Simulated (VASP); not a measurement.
**WC: single point with PBE**

WC, a slab with vacuum:

```
CELL_PARAMETERS angstrom
5.68720 0.00000 0.00000
-2.84360 4.92526 0.00000
0.00000 0.00000 16.18942
ATOMIC_POSITIONS crystal
W 0.00000 0.00000 0.06177
W 0.98404 0.98581 0.24414
W 0.00000 0.49999 0.06177
W 0.98998 0.49469 0.24394
W 0.50000 0.00000 0.06177
W 0.49411 0.01701 0.24518
W 0.50000 0.49999 0.06177
W 0.48223 0.48643 0.23867
C 0.32388 0.16186 0.13937
C 0.30973 0.17031 0.31618
C 0.32423 0.68908 0.14870
C 0.31618 0.66626 0.31484
C 0.81480 0.15601 0.14921
C 0.81285 0.15981 0.31513
C 0.83991 0.67186 0.15043
C 0.81862 0.63932 0.31734
```

```json
{"Program": "VASP 6.6.1", "Task": "single point", "Functional": "PBE", "Potentials or basis": "VASP PAW PBE potentials, release 64 (W_sv, C)", "Cutoff": "520 eV", "k mesh": "3 × 3 × 1", "Occupations": "fermi-dirac, width 0.1 eV", "Spin": "no spin polarisation"}
```

The largest force is 3.452 eV/Å and the band gap on the k mesh is zero (bands 72 and 73 overlap by 1.01 eV).

Forces on the atoms (eV/Å):
```
W   -1.037 -0.472  0.560
W   -0.727  0.654  0.627
W   -0.300  0.058  1.161
W    0.366  0.298 -0.618
W   -0.080 -0.035  0.229
W   -0.100 -3.428 -0.396
W   -0.321  0.686  0.503
W   -0.460  2.236  1.762
C    0.141  0.824  1.502
C    0.487 -0.190 -0.462
C    1.239 -1.705 -0.687
C    1.122  0.165 -0.891
C    0.950  0.834 -1.037
C    0.970 -0.278  0.284
C   -0.781 -0.750 -1.552
C   -1.468  1.102 -0.985
```

Levels at points of the mesh, in eV from the Fermi level:
```csv
k point,band 68,band 69,band 70,band 71,band 72,band 73,band 74,band 75,band 76,band 77
"(0.00, 0.00, 0.00)",-0.96,0.18,0.32,0.44,0.46,0.52,0.64,1.00,1.17,1.24
```

Wall time 16 min on 1 thread of Intel Xeon 8259CL, with other jobs on the host, peak memory 0.52 GiB.

Caveat: the k points lie up to 0.43 Å⁻¹ apart, too coarse for converged energies and pressures of a metal; the atoms stand as in a frame of molecular dynamics; there is no dipole correction, which matters where the two faces differ; spin-orbit coupling is left out, which moves the levels of the heavy elements.
